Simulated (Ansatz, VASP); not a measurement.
## Two plane-wave programs on CaI

```
Ca I
1.0
     4.10801    0.00000    0.00000
    -2.05400    3.55764    0.00000
     0.00000    0.00000    9.87930
Ca I
2 2
Direct
  0.33333 0.66667 0.35085
  0.66667 0.33333 0.85085
  0.33333 0.66667 0.02415
  0.66667 0.33333 0.52415
```

Alike in both runs: task single point; functional PBE; k mesh 12 × 12 × 4; occupations gaussian, width 0.1 eV; no spin polarisation.

```csv
,VASP,Ansatz
version,VASP 6.6.1,Ansatz 0.2.0
potentials or method,"VASP PAW PBE potentials, release 64 (Ca_sv, I), cutoff 520 eV","scalar-relativistic, plane waves, PAW"
valence electrons in the cell,34,54
```

|  | VASP | Ansatz | Ansatz less VASP |
| --- | --- | --- | --- |
| gap on the k mesh at the Fermi level (eV) | none | none | - |
| pressure (GPa) | 5.7 | 5.6 | -0.08 |
| traceless stress, the component that is largest in VASP (GPa) | 0.89 | 0.89 | -0.002 |
| rms of the force components (eV/Å) | 0.784 | 0.774 | -0.0105 |

Atom by atom the forces differ by 0.010 eV/Å (rms over components). A gap of «none» marks a metal or a gap that the smearing closes. VASP's potentials hold 34 valence electrons a cell and Ansatz's 54, so a difference there can come from the potentials and not from the codes.

Spin-orbit coupling is off throughout.
